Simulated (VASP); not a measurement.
# Al31N32 (a cell with a defect) in VASP: single point with PBEsol

Aim: the single point of Al31N32 (a cell with a defect) with PBEsol.

All numbers are computed with VASP 6.6.1; they aren't measurements. Logs are shortened: lines on timing, memory, paths and dates and some standing lists are left out, and cuts for length are marked.

### Step 1. The cell of the first run

The cell holds a defect, 63 atoms: a = 8.755 Å, b = 8.755 Å, c = 8.755 Å, α = 90.00°, β = 90.00°, γ = 90.00°.

### Step 2. Single point, PBEsol, collinear spin

Input file INCAR:

```
PREC     = Accurate       # precision mode
ENCUT    = 520            # plane-wave cutoff, eV
EDIFF    = 1E-7           # SCF threshold, eV
ISMEAR   = -1             # smearing method
SIGMA    = 0.05           # smearing width, eV
LREAL    = Auto         
LASPH    = True           # aspherical terms in the spheres
NELM     = 150            # most SCF steps
ALGO     = Normal         # electronic algorithm
ISIF     = 2              # what is computed and relaxed
LWAVE    = False          # write WAVECAR
LCHARG   = False          # write CHGCAR
ISPIN    = 2              # spin polarisation
MAGMOM   = 0 0 0 0 0 0 0 0 0 0 0 0 0 0 0 0 0 0 0 0 0 0 0 0 0 0 0 0 0 0 0 0 0 0 0 0 0 0 0.25 0 0.25 0 0 0 0 0 0 0 0 0.25 0 0 0 0 0 0 0 0 0 0.25 0 0 0 # initial moments
LORBIT   = 11             # projections on sites
GGA      = PS             # functional
NBANDS   = 168            # bands
ISYM     = 0
```

Input file KPOINTS:

```
Automatic mesh
0
Gamma
  1 1 1
  0.25 0.25 0.25
```

Input file POSCAR:

```
Al31N32
1.0
    8.7554440000      0.0000000000      0.0000000000
    0.0000000000      8.7554440000      0.0000000000
    0.0000000000      0.0000000000      8.7554440000
Al N
31 32
Direct
    0.0001330000      0.9995360000      0.0000530000
    0.0000890000      0.9994620000      0.5003540000
    0.0000790000      0.4998510000      0.9999410000
    0.0002080000      0.4994120000      0.4999200000
    0.5004520000      0.9994560000      0.9999630000
    0.5000240000      0.9996050000      0.4999290000
    0.4999900000      0.4994040000      0.0001250000
    0.2499090000      0.2492940000      0.9996030000
    0.2493120000      0.2487060000      0.4980030000
    0.2494460000      0.7496650000      0.0006860000
    0.2492970000      0.7501390000      0.5025510000
    0.7502530000      0.2488440000      0.0007090000
    0.7507800000      0.2486680000      0.5025580000
    0.7503360000      0.7497460000      0.9993550000
    0.7520100000      0.7513920000      0.4963950000
    0.2499420000      0.9991070000      0.2498130000
    0.2494490000      0.0001870000      0.7501610000
    0.2492780000      0.4974890000      0.2491780000
    0.2492880000      0.5020430000      0.7506450000
    0.7502510000      0.0001950000      0.2493620000
    0.7503460000      0.9988370000      0.7502590000
    0.7507960000      0.5020560000      0.2491690000
    0.7519870000      0.4958880000      0.7518960000
    0.9997190000      0.2493050000      0.2498100000
    0.0008010000      0.2488330000      0.7501610000
    0.0008160000      0.7496660000      0.2493480000
    0.9994210000      0.7497530000      0.7502490000
    0.4980890000      0.2486910000      0.2491960000
    0.5026530000      0.2486920000      0.7506590000
    0.5026500000      0.7501380000      0.2491990000
    0.4965030000      0.7513700000      0.7518810000
    0.1251560000      0.1245310000      0.1250470000
    0.1243310000      0.1237190000      0.6249990000
    0.1243210000      0.6244950000      0.1242020000
    0.1242020000      0.6252620000      0.6257640000
    0.6251070000      0.1237030000      0.1242110000
    0.6258620000      0.1236150000      0.6257630000
    0.6258670000      0.6252560000      0.1241220000
    0.6410400000      0.6404190000      0.6409130000
    0.3747580000      0.3741500000      0.1243160000
    0.3619310000      0.3613210000      0.6388920000
    0.3750330000      0.8753920000      0.1242530000
    0.3745340000      0.8756440000      0.6256960000
    0.8760280000      0.3744200000      0.1242370000
    0.8762500000      0.3739350000      0.6257010000
    0.8753280000      0.8747190000      0.1248600000
    0.8757220000      0.8751280000      0.6252000000
    0.3747710000      0.1238160000      0.3746710000
    0.3750240000      0.1237560000      0.8758970000
    0.3618900000      0.6383980000      0.3617880000
    0.3745500000      0.6251930000      0.8761430000
    0.8760120000      0.1237300000      0.3749200000
    0.8753320000      0.1243470000      0.8752300000
    0.8762640000      0.6251940000      0.3744430000
    0.8757180000      0.6246970000      0.8756270000
    0.1244050000      0.3741620000      0.3746680000
    0.1243720000      0.3744180000      0.8758910000
    0.1243750000      0.8753970000      0.3749160000
    0.1249390000      0.8747280000      0.8752330000
    0.6390980000      0.3612360000      0.3617330000
    0.6257960000      0.3739520000      0.8761630000
    0.6257850000      0.8756370000      0.3744570000
    0.6252940000      0.8751190000      0.8756100000
```

Potentials or basis: VASP PAW PBE potentials, release 64 (Al, N).

Launch:

```bash
cat potpaw_PBE.64/Al/POTCAR potpaw_PBE.64/N/POTCAR > POTCAR
mpirun -np 1 vasp_std > vasp.out
```

OUTCAR:

```text
PREC = Accurate
   ENCUT = 520
   EDIFF = 1E-7
   ISMEAR = -1
   LREAL = Auto
   LASPH = True
   NELM = 150
   ISIF = 2
   ISPIN = 2
   LORBIT = 11
   GGA = PS
   ISYM = 0

 ion  position               nearest neighbor table
   1  0.000  1.000  0.000-  46 1.89  59 1.89  53 1.89  32 1.90  26 3.09  10 3.09  12 3.09  25 3.09
                            20 3.09  17 3.09  24 3.09   8 3.09  16 3.09  21 3.09  14 3.09  27 3.09
   2  0.000  0.999  0.500-  33 1.89  47 1.89  52 1.89  58 1.89  15 3.07   9 3.09  13 3.09  11 3.09
                            17 3.09  25 3.09  27 3.09  21 3.09  24 3.10  16 3.10  26 3.10  20 3.10
   3  0.000  0.500  1.000-  34 1.89  55 1.89  57 1.89  44 1.89  23 3.07  18 3.09  19 3.09  22 3.09
                            10 3.09  26 3.09  27 3.09  14 3.09   8 3.10  24 3.10  25 3.10  12 3.10
   4  0.000  0.499  0.500-  56 1.89  54 1.90  45 1.90  35 1.90   9 3.09  19 3.09  18 3.09  11 3.09
                            22 3.10  13 3.10  15 3.10  24 3.10  23 3.10  27 3.10  25 3.10  26 3.10
   5  0.500  0.999  1.000-  36 1.89  63 1.89  42 1.89  49 1.89  31 3.07  28 3.09  29 3.09  30 3.09
                            12 3.09  20 3.09  14 3.09  21 3.09  16 3.10   8 3.10  10 3.10  17 3.10
   6  0.500  1.000  0.500-  48 1.89  62 1.90  43 1.90  37 1.90   9 3.09  28 3.09  29 3.09  13 3.09
                            16 3.10  11 3.10  30 3.10  31 3.10  15 3.10  21 3.10  20 3.10  17 3.10
   7  0.500  0.499  0.000-  40 1.89  51 1.90  61 1.90  38 1.90  18 3.09  28 3.09  30 3.09  22 3.09
                             8 3.10  29 3.10  19 3.10  31 3.10  23 3.10  14 3.10  10 3.10  12 3.10
   8  0.250  0.249  1.000-  49 1.89  57 1.89  40 1.89  32 1.90  18 3.08  28 3.08  17 3.09  25 3.09
                             1 3.09   7 3.10   5 3.10   3 3.10  24 3.10  16 3.10  29 3.11  19 3.11
   9  0.249  0.249  0.498-  41 1.86  48 1.89  56 1.89  33 1.91  28 3.08  18 3.08  24 3.08  16 3.08
[... 63 lines left out ...]
  50  0.362  0.638  0.362-  30 1.86  11 1.86  18 1.86
  51  0.375  0.625  0.876-  31 1.88  19 1.89  10 1.89   7 1.90
  52  0.876  0.124  0.375-   2 1.89  24 1.89  20 1.89  13 1.91
  53  0.875  0.124  0.875-   1 1.89  25 1.90  12 1.90  21 1.90
  54  0.876  0.625  0.374-  15 1.88  22 1.89  26 1.89   4 1.90
  55  0.876  0.625  0.876-   3 1.89  27 1.89  14 1.89  23 1.90
  56  0.124  0.374  0.375-  18 1.89   9 1.89  24 1.89   4 1.89
  57  0.124  0.374  0.876-   3 1.89   8 1.89  25 1.90  19 1.91
  58  0.124  0.875  0.375-   2 1.89  16 1.89  26 1.89  11 1.91
  59  0.125  0.875  0.875-   1 1.89  10 1.90  17 1.90  27 1.90
  60  0.639  0.361  0.362-  13 1.86  22 1.86  28 1.86
  61  0.626  0.374  0.876-  23 1.88  29 1.89  12 1.89   7 1.90
  62  0.626  0.876  0.374-  15 1.88  30 1.89  20 1.89   6 1.90
  63  0.625  0.875  0.876-   5 1.89  21 1.89  14 1.89  31 1.90

IMPORTANT INFORMATION: All symmetrisations will be switched off!
NOSYMM: (Re-)initialisation of all symmetry stuff for point group C_1.

----------------------------------------------------------------------------------------

                                     Primitive cell

  volume of cell :     671.1731

  direct lattice vectors                    reciprocal lattice vectors
     8.755444000  0.000000000  0.000000000     0.114214653  0.000000000  0.000000000
     0.000000000  8.755444000  0.000000000     0.000000000  0.114214653  0.000000000
[... 248 lines left out ...]
      4      -8.5806      1.00000
      5      -8.1881      1.00000
      6      -8.1880      1.00000
[... 553 lines left out ...]
    137      11.2620      0.00000
    138      11.2766      0.00000
 Fermi energy:         6.0403277933

 spin component 2

 k-point     1 :       0.2500    0.2500    0.2500
  band No.  band energies     occupation
      1      -9.1551      1.00000
      2      -8.6238      1.00000
      3      -8.6238      1.00000
      4      -8.5019      1.00000
      5      -8.1351      1.00000
      6      -8.1350      1.00000
[... 553 lines left out ...]
    137      11.2836      0.00000
    138      11.2942      0.00000
 [bands above 138 left out]

------------------------ aborting loop because EDIFF is reached ----------------------------------------

  FORCE on cell =-STRESS in cart. coord.  units (eV):
  Direction    XX          YY          ZZ          XY          YZ          ZX
  --------------------------------------------------------------------------------------
  -------------------------------------------------------------------------------------
  Total        4.6954938      4.7070930      4.6927221     -0.1055639     -0.1053982     -0.1052218
  in kB       11.2087539     11.2364427     11.2021375     -0.2519948     -0.2515992     -0.2511780
  external PRESSURE =      11.2157780 kB  Pullay stress =       0.0000000 kB

 VOLUME and BASIS-vectors are now :
 -----------------------------------------------------------------------------
  energy-cutoff  :      520.00
  volume of cell :      671.17
      direct lattice vectors                 reciprocal lattice vectors
     8.755444000  0.000000000  0.000000000     0.114214653  0.000000000  0.000000000
     0.000000000  8.755444000  0.000000000     0.000000000  0.114214653  0.000000000
     0.000000000  0.000000000  8.755444000     0.000000000  0.000000000  0.114214653

 POSITION                                       TOTAL-FORCE (eV/Angst)
 -----------------------------------------------------------------------------------
      0.00116      8.75138      0.00046         0.020501      0.023697      0.019970
      0.00078      8.75073      4.38082         0.000261     -0.001032     -0.065401
      0.00069      4.37642      8.75493        -0.001263     -0.063478      0.001638
      0.00182      4.37257      4.37702        -0.005596      0.032050      0.031866
      4.38168      8.75068      8.75512        -0.064895      0.000693      0.000366
      4.37793      8.75199      4.37710         0.029848     -0.001467      0.031826
[... 55 lines left out ...]
      5.47903      7.66659      3.27854        -0.026104     -0.003267     -0.046002
      5.47473      7.66206      7.66635        -0.006321      0.057705      0.060526
 -----------------------------------------------------------------------------------
    total drift:                                0.009932      0.007120      0.010456

  FREE ENERGIE OF THE ION-ELECTRON SYSTEM (eV)
  ---------------------------------------------------
  free  energy   TOTEN  =      -485.9973009405 eV

  energy  without entropy=     -485.9969428036  energy(sigma->0) =     -485.99712187

 total charge

# of ion       s       p       d       tot
------------------------------------------
    1        0.370   0.447   0.000   0.818
    2        0.373   0.450   0.000   0.823
    3        0.373   0.450   0.000   0.823
    4        0.369   0.442   0.000   0.811
    5        0.373   0.450   0.000   0.823
    6        0.369   0.442   0.000   0.811
[... 55 lines left out ...]
   62        1.218   2.626   0.000   3.844
   63        1.220   2.619   0.000   3.839
--------------------------------------------------
tot         50.621  97.240   0.000 147.861

 magnetization (x)

# of ion       s       p       d       tot
------------------------------------------
    1       -0.000  -0.000   0.000  -0.000
    2        0.001   0.005   0.000   0.006
    3        0.001   0.005   0.000   0.006
    4       -0.000   0.000   0.000   0.000
    5        0.001   0.005   0.000   0.006
    6       -0.000   0.000   0.000   0.000
[... 55 lines left out ...]
   62       -0.000   0.000   0.000  -0.000
   63        0.001   0.030   0.000   0.032
--------------------------------------------------
tot          0.052   1.963   0.000   2.015
```

It took 74 min on 1 thread of Oxide Virtual Turin-like, shared host; peak memory 1.2 GiB.

What came out:

```yaml
Free_energy: -485.9973 eV
Pressure: 1.1 GPa
Largest_force: 0.178 eV/Å
Band_gap_on_the_k_mesh: 0.80 eV
Net_moment: 3.00 μB per cell
Site_moments: Al -0.00, +0.01, +0.00 (each value once); N +0.00, +0.03, -0.00, +0.44, +0.41 (each value once) μB
Valence_electrons_inside_the_program's_atomic_spheres: Al 0.82, 0.81 (each value once); N 3.84, 3.72, 3.73, 3.83 (each value once)
```

Forces on the atoms (eV/Å):
```
Al   0.021  0.024  0.020
Al   0.000 -0.001 -0.065
Al  -0.001 -0.063  0.002
Al  -0.006  0.032  0.032
Al  -0.065  0.001  0.000
Al   0.030 -0.001  0.032
Al   0.035  0.034 -0.007
Al   0.009  0.012  0.002
Al   0.017  0.019 -0.073
Al   0.055  0.048  0.004
Al  -0.028  0.082  0.042
Al   0.051  0.053  0.001
Al   0.080 -0.026  0.039
Al   0.011  0.014  0.002
Al  -0.076 -0.078  0.141
Al   0.007  0.000  0.009
Al   0.055  0.002  0.048
Al   0.018 -0.075  0.020
Al  -0.026  0.041  0.081
Al   0.047 -0.001  0.055
Al   0.012  0.003  0.010
Al   0.081  0.039 -0.028
Al  -0.074  0.142 -0.076
Al   0.001  0.010  0.010
Al   0.004  0.054  0.050
Al   0.003  0.047  0.053
Al   0.005  0.013  0.010
Al  -0.071  0.017  0.018
Al   0.042 -0.025  0.080
Al   0.043  0.081 -0.027
Al   0.141 -0.076 -0.076
N   -0.018 -0.017 -0.017
N    0.011  0.011  0.010
N    0.010  0.011  0.011
N   -0.007 -0.032 -0.031
N    0.008  0.011  0.012
N   -0.030 -0.008 -0.030
N   -0.033 -0.033 -0.008
N   -0.044 -0.043 -0.043
N   -0.015 -0.014  0.007
N   -0.041 -0.041 -0.052
N    0.005 -0.045  0.009
N   -0.043 -0.005 -0.027
N   -0.045  0.004  0.010
N   -0.003 -0.045 -0.027
N   -0.020 -0.018 -0.021
N    0.059  0.059 -0.007
N   -0.013  0.006 -0.014
N    0.005  0.008 -0.045
N   -0.041 -0.053 -0.040
N   -0.047 -0.028 -0.003
N   -0.044  0.011  0.005
N   -0.020 -0.021 -0.018
N   -0.004 -0.027 -0.045
N    0.058 -0.006  0.058
N    0.008 -0.015 -0.014
N    0.008  0.004 -0.045
N    0.009 -0.044  0.006
N   -0.020 -0.019 -0.020
N   -0.056 -0.038 -0.039
N   -0.028 -0.047 -0.004
N   -0.026 -0.003 -0.046
N   -0.006  0.058  0.061
```

Levels at points of the mesh, in eV from the valence-band top:
Spin up:
```csv
k point,band 125,band 126,band 127,band 128,band 129,band 130,band 131,band 132
"(0.25, 0.25, 0.25)",-0.31,-0.31,-0.06,-0.06,4.08,4.09,4.09,4.98
```
Spin down:
```tsv
k point	band 123	band 124	band 125	band 126	band 127	band 128
(0.25, 0.25, 0.25)	-0.23	-0.23	-0.02	0.88	1.02	1.02
```

Caveat: the PAW data sets were made with another functional, which shifts forces and pressure a little.
